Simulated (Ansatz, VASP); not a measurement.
## MgO in VASP and in Ansatz

```
Mg O
1.0
     3.16060    0.00000    0.00000
    -1.58030    2.73716    0.00000
     0.00000    0.00000    4.98500
Mg O
2 2
Direct
  0.33333 0.66667 0.00632
  0.66667 0.33333 0.50632
  0.33333 0.66667 0.39828
  0.66667 0.33333 0.89828
```

Alike in both runs: task single point; functional PBE; k mesh 9 × 9 × 6; occupations gaussian, width 0.05 eV; no spin polarisation.

|  | VASP | Ansatz |
| --- | --- | --- |
| version | VASP 6.6.1 | Ansatz 0.2.0 |
| potentials or method | VASP PAW PBE potentials, release 64 (Mg, O), cutoff 520 eV | scalar-relativistic, plane waves, PAW |
| valence electrons in the cell | 16 | 32 |

Ansatz gave:

- gap on the k mesh at the Fermi level (eV): 4.15
- least direct gap on the mesh (eV): 4.15
- pressure (GPa): 18.4
- traceless stress, the component that is largest in VASP (GPa): -5.28
- rms of the force components (eV/Å): 0.120

Question: Estimate VASP's values.

Answer: gap on the k mesh at the Fermi level (eV): 4.13; least direct gap on the mesh (eV): 4.13; pressure (GPa): 18.1; traceless stress, the component that is largest in VASP (GPa): -5.34; rms of the force components (eV/Å): 0.124.

Atom by atom the forces differ by 0.003 eV/Å (rms over components). VASP's potentials hold 16 valence electrons a cell and Ansatz's 32, so a difference there can come from the potentials and not from the codes.
